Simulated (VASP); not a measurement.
Set up this calculation in VASP 6.6.1, as the native input.

```yaml
Task: single point
Functional: LDA
Potentials_or_basis: VASP PAW LDA potentials, release 64 (Te)
Cutoff: 520 eV
k_mesh: 9 × 9 × 9
Occupations: fermi-dirac, width 0.1 eV
Spin: no spin polarisation
Dipole_correction: no
Further_INCAR_settings: ALGO = Normal; EDIFF = 1e-06; NBANDS = 13
```

The structure of Te lies in POSCAR:

```
Te
1.0
    0.0000000000      3.5000932594      3.5000932594
    3.5000932594      0.0000000000      3.5000932594
    3.5000932594      3.5000932594      0.0000000000
Te
2
Direct
    0.1250000000      0.1250000000      0.1250000000
    0.8750000000      0.8750000000      0.8750000000
```

This isn't the form of Te at room conditions, which is trigonal, of chains.

The input as run:

INCAR

```
PREC = Accurate
ENCUT = 520
EDIFF = 1E-6
ISMEAR = -1
SIGMA = 0.1
LREAL = F
LASPH = T
NELM = 80
ALGO = Normal
ISIF = 2
LWAVE = F
LCHARG = F
GGA = CA
NBANDS = 13
```

KPOINTS

```
regular mesh
0
Gamma
  9 9 9
```

Potentials or basis: VASP PAW LDA potentials, release 64 (Te).

Run with:

```sh
$ cat potpaw_LDA.64/Te/POTCAR > POTCAR
$ mpirun -np 1 vasp_std > vasp.out
```

Results of the run:

| Property | Result |
| --- | --- |
| Pressure | 0.1 GPa |
| Band gap on the k mesh | zero (bands 6 and 7 overlap by 0.97 eV) |

Caveat: spin-orbit coupling is left out, which moves the levels of the heavy elements.

Run time: 53 s on 1 thread of Intel Xeon 8259CL, with other jobs on the host, peak memory 0.2 GiB.
